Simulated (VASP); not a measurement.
Write the native input for VASP 6.6.1 that does the following.

| Property | Result |
| --- | --- |
| Task | single point |
| Functional | PBE |
| Potentials or basis | VASP PAW PBE potentials, release 64 (Mn_pv, S) |
| Cutoff | 520 eV |
| k mesh | 8 × 8 × 5 |
| Occupations | fermi-dirac, width 0.05 eV |
| Spin | collinear spin, ferromagnetic start |
| Starting moments | [4.5, 4.5, 0.0, 0.0] μB |
| Hubbard terms | Mn d U = 4.0 eV |
| Dipole correction | no |
| Further INCAR settings | ALGO = Normal; EDIFF = 1e-06; NBANDS = 31 |

The structure of MnS (Rambergite) lies in POSCAR:

```
MnS
1.0
    3.9760000000      0.0000000000      0.0000000000
   -1.9880000000      3.4433170100      0.0000000000
    0.0000000000      0.0000000000      6.4320000000
Mn S
2 2
Direct
    0.3333333300      0.6666666700      0.0000000000
    0.6666666700      0.3333333300      0.5000000000
    0.3333333300      0.6666666700      0.3850000000
    0.6666666700      0.3333333300      0.8850000000
```

These files were run (other wordings do the same):

INCAR

```
SYSTEM = MnS
ALGO = Normal
EDIFF = 1E-6
ENCUT = 520
GGA = PE
ISIF = 2
ISMEAR = -1
ISPIN = 2
LASPH = .TRUE.
LCHARG = .TRUE.
LDAU = .TRUE.
LDAUJ = 0 0
LDAUL = 2 -1
LDAUPRINT = 1
LDAUTYPE = 2
LDAUU = 4 0
LELF = .TRUE.
LMAXMIX = 4
LORBIT = 11
LREAL = .FALSE.
LVHAR = .TRUE.
LWAVE = .FALSE.
MAGMOM = 4.5 4.5 0 0
NBANDS = 31
NELM = 150
PREC = Accurate
SIGMA = 0.05
```

KPOINTS

```
k-points
0
G
  8 8 5
  0 0 0
```

Potentials or basis: VASP PAW PBE potentials, release 64 (Mn_pv, S).

The run is started by

```sh
$ cat potpaw_PBE.64/Mn_pv/POTCAR potpaw_PBE.64/S/POTCAR > POTCAR
$ mpirun -np 1 vasp_std > vasp.out
```

Results of the run:

The pressure is 5.1 GPa. The largest force is 0.228 eV/Å. The band gap on the k mesh is 1.46 eV, direct. The net moment is 10.00 μB per cell and the site moments are Mn +4.58; S +0.03 μB. The valence electrons inside the program's atomic spheres are Mn 11.36; S 3.80.

Caveat: only a ferromagnetic start was run, and an antiferromagnetic order may lie lower in energy.

Run time: 2.7 min on 1 thread of Oxide Virtual Turin-like Processor, on a shared host, peak memory 0.26 GiB.
